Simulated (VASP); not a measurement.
# CuI (P4/nmm) in VASP: notebook, part 2 of 2

VASP 6.6.1.

## Step 3: Single point, LDA (27.95 Å³/atom)

This run uses another cell than the first one, of 27.95 Å³/atom.

File INCAR:

```
SYSTEM = CuI
ALGO = Normal ; EDIFF = 1E-7
ENCUT = 520 ; ISIF = 2
ISMEAR = -1 ; LASPH = .True.
LCHARG = .False. ; LREAL = .False.
LWAVE = .False. ; NBANDS = 26
NELM = 100 ; PREC = Accurate
SIGMA = 0.05
```

File KPOINTS:

```
k-points
0
Gamma
  7 7 4
  0 0 0
```

File POSCAR:

```
CuI
1.0
    4.1172843714      0.0000000000      0.0000000000
    0.0000000000      4.1172843714      0.0000000000
    0.0000000000      0.0000000000      6.5948464438
I Cu
2 2
Direct
    0.0000000000      0.5000000000      0.7430343600
    0.5000000000      0.0000000000      0.2569656400
    0.0000000000      0.0000000000      0.0000000000
    0.5000000000      0.5000000000      0.0000000000
```

Potentials or basis: VASP PAW LDA potentials, release 64 (I, Cu).

Run with:

```console
cat potpaw_LDA.64/I/POTCAR potpaw_LDA.64/Cu/POTCAR > POTCAR
mpirun -np 1 vasp_std > vasp.out
```

OUTCAR:

```text
SYSTEM = CuI
   EDIFF = 1E-7
   ENCUT = 520
   ISIF = 2
   ISMEAR = -1
   LASPH = .True.
   LREAL = .False.
   NELM = 100
   PREC = Accurate

 ion  position               nearest neighbor table
   1  0.000  0.500  0.743-   3 2.67   4 2.67   3 2.67   4 2.67
   2  0.500  0.000  0.257-   3 2.67   4 2.67   4 2.67   3 2.67
   3  0.000  0.000  0.000-   1 2.67   2 2.67   1 2.67   2 2.67
   4  0.500  0.500  0.000-   1 2.67   2 2.67   2 2.67   1 2.67

  LATTYP: Found a simple tetragonal cell.
 ALAT       =     4.1172843714
 C/A-ratio  =     1.6017466487

  Lattice vectors:

 A1 = (   4.1172843714,   0.0000000000,   0.0000000000)
 A2 = (   0.0000000000,   4.1172843714,   0.0000000000)
 A3 = (   0.0000000000,   0.0000000000,   6.5948464438)

Analysis of symmetry for initial positions (statically):
=====================================================================
 Subroutine PRICEL returns:
 Original cell was already a primitive cell.

 Routine SETGRP: Setting up the symmetry group for a
 simple tetragonal supercell.

 Subroutine GETGRP returns: Found 16 space group operations
 (whereof  8 operations were pure point group operations)
 out of a pool of 16 trial point group operations.

The static configuration has the point symmetry D_2d.
 The point group associated with its full space group is D_4h.

Analysis of symmetry for dynamics (positions and initial velocities):
=====================================================================
 Subroutine PRICEL returns:
 Original cell was already a primitive cell.

 Routine SETGRP: Setting up the symmetry group for a
 simple tetragonal supercell.

 Subroutine GETGRP returns: Found 16 space group operations
 (whereof  8 operations were pure point group operations)
 out of a pool of 16 trial point group operations.

The dynamic configuration has the point symmetry D_2d.
 The point group associated with its full space group is D_4h.

 Subroutine INISYM returns: Found 16 space group operations
 (whereof  8 operations are pure point group operations),
 and found     1 'primitive' translations

----------------------------------------------------------------------------------------

                                     Primitive cell

  volume of cell :     111.7960

  direct lattice vectors                    reciprocal lattice vectors
     4.117284371  0.000000000  0.000000000     0.242878536  0.000000000  0.000000000
     0.000000000  4.117284371  0.000000000     0.000000000  0.242878536  0.000000000
     0.000000000  0.000000000  6.594846444     0.000000000  0.000000000  0.151633553

  length of vectors
     4.117284371  4.117284371  6.594846444     0.242878536  0.242878536  0.151633553

  position of ions in fractional coordinates (direct lattice)
     0.000000000  0.500000000  0.743034360
     0.500000000  0.000000000  0.256965640
     0.000000000  0.000000000  0.000000000
     0.500000000  0.500000000  0.000000000

  ion indices of the primitive-cell ions
   primitive index   ion index
                 1           1
                 2           2
                 3           3
                 4           4

----------------------------------------------------------------------------------------

 KPOINTS: k-points

Automatic generation of k-mesh.
 Grid dimensions read from file:
 generate k-points for:    7    7    4

 Generating k-lattice:

  Cartesian coordinates                     Fractional coordinates (reciprocal lattice)
     0.034696934  0.000000000  0.000000000     0.142857143  0.000000000  0.000000000
     0.000000000  0.034696934  0.000000000     0.000000000  0.142857143  0.000000000
     0.000000000  0.000000000  0.037908388     0.000000000  0.000000000  0.250000000

  Length of vectors
     0.034696934  0.034696934  0.037908388

  Shift w.r.t. Gamma in fractional coordinates (k-lattice)
     0.000000000  0.000000000  0.000000000

 Subroutine IBZKPT returns following result:
 ===========================================

 Found     30 irreducible k-points:

 Following reciprocal coordinates:
            Coordinates               Weight
  0.000000  0.000000  0.000000      1.000000
  0.142857  0.000000  0.000000      4.000000
  0.285714  0.000000  0.000000      4.000000
  0.428571  0.000000  0.000000      4.000000
  0.142857  0.142857  0.000000      4.000000
  0.285714  0.142857  0.000000      8.000000
[... 16 lines left out ...]
  0.285714  0.000000  0.500000      4.000000
  0.428571  0.000000  0.500000      4.000000
 [... further k-points ...]
   k-points           NKPTS =     30   k-points in BZ     NKDIM =     30   number of bands    NBANDS=     26
   number of dos      NEDOS =    301   number of ions     NIONS =      4
   total plane-waves  NPLWV =  51200
   dimension x,y,z NGX =    32 NGY =   32 NGZ =   50
   dimension x,y,z NGXF=    64 NGYF=   64 NGZF=  100
   ions per type =               2   2
   NGX,Y,Z   is equivalent  to a cutoff of  12.92, 12.92, 12.60 a.u.
   NGXF,Y,Z  is equivalent  to a cutoff of  25.84, 25.84, 25.21 a.u.
 SYSTEM =  CuI
   PREC   = accura    normal or accurate (medium, high low for compatibility)
   ISTART =      0    job   : 0-new  1-cont  2-samecut
   ICHARG =      2    charge: 1-file 2-atom 10-const
   ISPIN  =      1    spin polarized calculation?
   LNONCOLLINEAR =      F non collinear calculations
   LSORBIT =      F    spin-orbit coupling
   LASPH  =      T    aspherical Exc in radial PAW
   ENCUT  =  520.0 eV  38.22 Ry    6.18 a.u.   7.66  7.66 12.26*2*pi/ulx,y,z
   NELM   =    100;   NELMIN=  2; NELMDL= -5     # of ELM steps
   EDIFF  = 0.1E-06   stopping-criterion for ELM
   LREAL  =      F    real-space projection
   EDIFFG = 0.1E-05   stopping-criterion for IOM
   NSW    =      0    number of steps for IOM
   IBRION =     -1    ionic relax: 0-MD 1-quasi-New 2-CG
   NFREE  =      0    steps in history (QN), initial steepest desc. (CG)
   ISIF   =      2    stress and relaxation
   ISYM   =      2    0-nonsym 1-usesym 2-fastsym
   POTIM  = 0.5000    time-step for ionic-motion
   TEBEG  =    0.0;   TEEND  =   0.0 temperature during run
   PSTRESS=    0.0 pullay stress
   NELECT =      36.0000    total number of electrons
   NUPDOWN=      -1.0000    fix difference up-down
   EMIN   =  10.00;   EMAX   =-10.00  energy-range for DOS
   EFERMI =   0.00;   METHOD = LEGACY
   ISMEAR =    -1;   SIGMA  =   0.05  broadening in eV -4-tet -1-fermi 0-gaus
   EFERMI_NEDOS =   21; number of points for ismear=-14 and -15
   IALGO  =     38    algorithm
   IMIX   =      4    mixing-type and parameters
     AMIX     =   0.40;   BMIX     =  1.00
     AMIX_MAG =   1.60;   BMIX_MAG =  1.00
  volume/ion in A,a.u.               =      27.95       188.61
  Fermi-wavevector in a.u.,A,eV,Ry     =   1.122105  2.120471 17.131365  1.259120
  Thomas-Fermi vector in A             =   2.258763
   LORBIT       =      0    0 simple, 1 ext, 2 COOP (PROOUT), +10 PAW based schemes
   GGA     = CA    functional components
   LHFCALC =     F    Hartree Fock is set to
   AEXX    =    0.0000 exact exchange contribution
   IVDW    =     0    specifies the selected vdW correction
   LEPSILON=     F    determine dielectric tensor
   LRPA    =     F    only Hartree local field effects (RPA)
 non-spin polarized calculation
  energy-cutoff  :      520.00
  volume of cell :      111.80
 maximum number of plane-waves:      3029
 NGX is ok and might be reduce to    32
   NGX = 15   NGY = 15   NGZ = 25

 number of electron      35.9999988 magnetization

 Free energy of the ion-electron system (eV)
  ---------------------------------------------------
  ext. energy  EPLUGINS =         0.00000000
  ---------------------------------------------------
  free energy    TOTEN  =       -13.78729186 eV

  energy without entropy =      -13.78729183  energy(sigma->0) =      -13.78729184

 E-fermi :   4.7145     XC(G=0):  -9.2581

 val. band max:        3.9651566441   @ k =   0.0000   0.0000   0.0000
 cond. band min:       5.3787207165   @ k =   0.0000   0.0000   0.0000
 fundamental gap:      1.4135640724
 Fermi energy:         4.7144522363

 k-point     1 :       0.0000    0.0000    0.0000
  band No.  band energies     occupation
      1      -9.8215      2.00000
      2      -9.1714      2.00000
      3      -1.6921      2.00000
      4       0.2967      2.00000
      5       0.4885      2.00000
      6       0.4885      2.00000
[... 18 lines left out ...]
     25      12.2962      0.00000
     26      12.5188      0.00000
[... 644 lines left out ...]
      4      -1.3277      2.00000
      5       0.3324      2.00000
      6       0.4083      2.00000
[... 18 lines left out ...]
     25      11.4162      0.00000
     26      12.0172      0.00000

 [... further k-points ...]
[... 5 lines left out ...]
  --------------------------------------------------------------------------------------
  -------------------------------------------------------------------------------------
  Total       -3.0280831     -3.0280831     -2.9565971      0.0000000      0.0000000      0.0000000
  in kB      -43.3962248    -43.3962248    -42.3717418      0.0000000      0.0000000      0.0000000
  external PRESSURE =     -43.0547305 kB  Pullay stress =       0.0000000 kB

 VOLUME and BASIS-vectors are now :
 -----------------------------------------------------------------------------
  energy-cutoff  :      520.00
  volume of cell :      111.80
      direct lattice vectors                 reciprocal lattice vectors
     4.117284371  0.000000000  0.000000000     0.242878536  0.000000000  0.000000000
     0.000000000  4.117284371  0.000000000     0.000000000  0.242878536  0.000000000
     0.000000000  0.000000000  6.594846444     0.000000000  0.000000000  0.151633553

 POSITION                                       TOTAL-FORCE (eV/Angst)
 -----------------------------------------------------------------------------------
      0.00000      2.05864      4.90020         0.000000      0.000000      0.627795
      2.05864      0.00000      1.69465         0.000000     -0.000000     -0.627795
      0.00000      0.00000      0.00000         0.000000     -0.000000      0.000000
      2.05864      2.05864      0.00000         0.000000      0.000000      0.000000
 -----------------------------------------------------------------------------------
    total drift:                                0.000000     -0.000000     -0.000000

  FREE ENERGIE OF THE ION-ELECTRON SYSTEM (eV)
  ---------------------------------------------------
  free  energy   TOTEN  =       -13.7872918551 eV

  energy  without entropy=      -13.7872918281  energy(sigma->0) =      -13.78729184
```

OSZICAR:

```text
N       E                     dE             d eps       ncg     rms          rms(c)
DAV:   1     0.275707040455E+03    0.27571E+03   -0.14986E+04  1560   0.149E+03
DAV:   2     0.147718241532E+02   -0.26094E+03   -0.24781E+03  1570   0.316E+02
DAV:   3    -0.129909474275E+02   -0.27763E+02   -0.27120E+02  2110   0.125E+02
DAV:   4    -0.144095086063E+02   -0.14186E+01   -0.14141E+01  2150   0.254E+01
DAV:   5    -0.144524706174E+02   -0.42962E-01   -0.42954E-01  2418   0.438E+00    0.937E+00
DAV:   6    -0.142249660013E+02    0.22750E+00   -0.92354E+00  1850   0.683E+01    0.606E+00
DAV:   7    -0.137937177476E+02    0.43125E+00   -0.23651E+00  1908   0.449E+01    0.303E+00
DAV:   8    -0.138019054445E+02   -0.81877E-02   -0.20385E-01  2510   0.581E+00    0.833E-01
DAV:   9    -0.137873480008E+02    0.14557E-01   -0.58870E-02  2216   0.599E+00    0.466E-01
DAV:  10    -0.137879904119E+02   -0.64241E-03   -0.38106E-03  2408   0.896E-01    0.344E-01
DAV:  11    -0.137872861714E+02    0.70424E-03   -0.19119E-03  2106   0.117E+00    0.113E-01
DAV:  12    -0.137872894680E+02   -0.32966E-05   -0.52950E-04  2476   0.186E-01    0.312E-02
DAV:  13    -0.137872917594E+02   -0.22915E-05   -0.23588E-05  1698   0.284E-02    0.421E-02
DAV:  14    -0.137872918551E+02   -0.95696E-07   -0.57242E-07  2158   0.618E-03
   1 F= -.13787292E+02 E0= -.13787292E+02  d E =-.270214E-07
```

It took 1.7 min on 1 thread of Intel Xeon 8259CL, shared host; peak memory 0.23 GiB.

Results:

```yaml
Free_energy: -13.7873 eV
Pressure: -4.3 GPa
Largest_force: 0.628 eV/Å
Band_gap_on_the_k_mesh: 1.41 eV
```

Forces in eV/Å, atoms in the order of the input:
```
I    0.000  0.000  0.628
I    0.000  0.000 -0.628
Cu   0.000  0.000  0.000
Cu   0.000  0.000  0.000
```

Caveat: the cell stands under tension; spin-orbit coupling is left out, which moves the levels of the heavy elements.

## Step 4: Single point, LDA (28.50 Å³/atom)

This run uses another cell than the first one, of 28.50 Å³/atom.

File INCAR:

```
SYSTEM = CuI
PREC = Accurate ; ENCUT = 520
EDIFF = 1E-6 ; ISMEAR = -1
SIGMA = 0.05 ; LREAL = .False.
LASPH = .True. ; NELM = 60
ALGO = Normal ; ISIF = 2
LWAVE = .False. ; LCHARG = .False.
GGA = CA ; NBANDS = 26
```

File KPOINTS:

```
Automatic mesh
0
Gamma
  7 7 4
  0 0 0
```

File POSCAR:

```
CuI
1.0
    4.1440207334      0.0000000000      0.0000000000
    0.0000000000      4.1440207334      0.0000000000
    0.0000000000      0.0000000000      6.6376713220
I Cu
2 2
Direct
    0.0000000000      0.5000000000      0.7430343600
    0.5000000000      0.0000000000      0.2569656400
    0.0000000000      0.0000000000      0.0000000000
    0.5000000000      0.5000000000      0.0000000000
```

Run with:

```console
cat potpaw_LDA.64/I/POTCAR potpaw_LDA.64/Cu/POTCAR > POTCAR
mpirun -np 1 vasp_std > vasp.out
```

Run time: 96 s. Hardware: 1 thread of Intel Xeon 8259CL, shared host; peak memory 0.23 GiB.

The run converged. Its results:

| Item | Value |
| --- | --- |
| Free energy | -13.7263 eV |
| Pressure | -5.0 GPa |
| Largest force | 0.769 eV/Å |
| Band gap on the k mesh | 1.38 eV |

Forces on the atoms (eV/Å):
```
I    0.000  0.000  0.769
I    0.000  0.000 -0.769
Cu   0.000  0.000  0.000
Cu   0.000  0.000  0.000
```

Levels at points of the mesh, in eV from the valence-band top:
```csv
k point,band 16,band 17,band 18,band 19,band 20,band 21
"(0.00, 0.00, 0.00)",-0.73,0.00,0.00,1.38,2.97,3.31
"(0.00, 0.00, 0.50)",-1.11,-0.26,-0.26,3.03,3.14,3.38
```

Caveat: the cell stands under tension; spin-orbit coupling is left out, which moves the levels of the heavy elements.

## Step 5: Single point, LDA (29.05 Å³/atom)

This run uses another cell than the first one, of 29.05 Å³/atom.

File INCAR:

```
SYSTEM = CuI
PREC = Accurate ; ENCUT = 520
EDIFF = 1E-7 ; ISMEAR = -1
SIGMA = 0.05 ; LREAL = .False.
LASPH = .True. ; NELM = 100
ALGO = Normal ; ISIF = 2
LWAVE = .False. ; LCHARG = .False.
GGA = CA ; NBANDS = 26
```

File KPOINTS:

```
regular mesh
0
Gamma
  7 7 4
  0 0 0
```

File POSCAR:

```
CuI
1.0
    4.1704164815      0.0000000000      0.0000000000
    0.0000000000      4.1704164815      0.0000000000
    0.0000000000      0.0000000000      6.6799506231
I Cu
2 2
Direct
    0.0000000000      0.5000000000      0.7430343600
    0.5000000000      0.0000000000      0.2569656400
    0.0000000000      0.0000000000      0.0000000000
    0.5000000000      0.5000000000      0.0000000000
```

Run with:

```console
cat potpaw_LDA.64/I/POTCAR potpaw_LDA.64/Cu/POTCAR > POTCAR
mpirun -np 1 vasp_std > vasp.out
```

It took 2.5 min on 1 thread of Intel Xeon 8259CL, shared host; peak memory 0.24 GiB.

Results (log left out):

```
Free energy            : -13.6573 eV
Pressure               : -5.3 GPa
Largest force          : 0.899 eV/Å
Band gap on the k mesh : 1.36 eV
```

Forces in eV/Å, atoms in the order of the input:
```
I    0.000  0.000  0.899
I    0.000  0.000 -0.899
Cu   0.000  0.000  0.000
Cu   0.000  0.000  0.000
```

Levels at points of the mesh, in eV from the valence-band top:
| k point | band 15 | band 16 | band 17 | band 18 | band 19 | band 20 | band 21 | band 22 |
| --- | --- | --- | --- | --- | --- | --- | --- | --- |
| (0.00, 0.00, 0.00) | -1.05 | -0.70 | 0.00 | 0.00 | 1.36 | 2.97 | 3.33 | 4.97 |
| (0.00, 0.00, 0.50) | -1.16 | -1.05 | -0.24 | -0.24 | 2.97 | 3.12 | 3.38 | 4.50 |

Caveat: the cell stands under tension; spin-orbit coupling is left out, which moves the levels of the heavy elements.

## Step 6: Overview

| cell | gap on the mesh (eV) | pressure (GPa) | largest force (eV/Å) |
| --- | --- | --- | --- |
| a = 4.090, b = 4.090, c = 6.551 Å, 4 atoms | 1.45 | -3.5 | 0.47 |
| a = 4.117, b = 4.117, c = 6.595 Å, 4 atoms | 1.41 | -4.3 | 0.63 |
| a = 4.144, b = 4.144, c = 6.638 Å, 4 atoms | 1.38 | -5.0 | 0.77 |
| a = 4.170, b = 4.170, c = 6.680 Å, 4 atoms | 1.36 | -5.3 | 0.90 |

Alike in all rows: task single point; level LDA; potentials or basis VASP PAW LDA potentials, release 64 (I, Cu); no spin polarisation; k mesh 7 × 7 × 4; cutoff (eV) 520; smearing fermi-dirac 0.05 eV.

Caveats: the cell stands under tension; spin-orbit coupling is left out, which moves the levels of the heavy elements.

Total energies depend on the potentials used, so only differences within one code and one set of settings carry meaning.
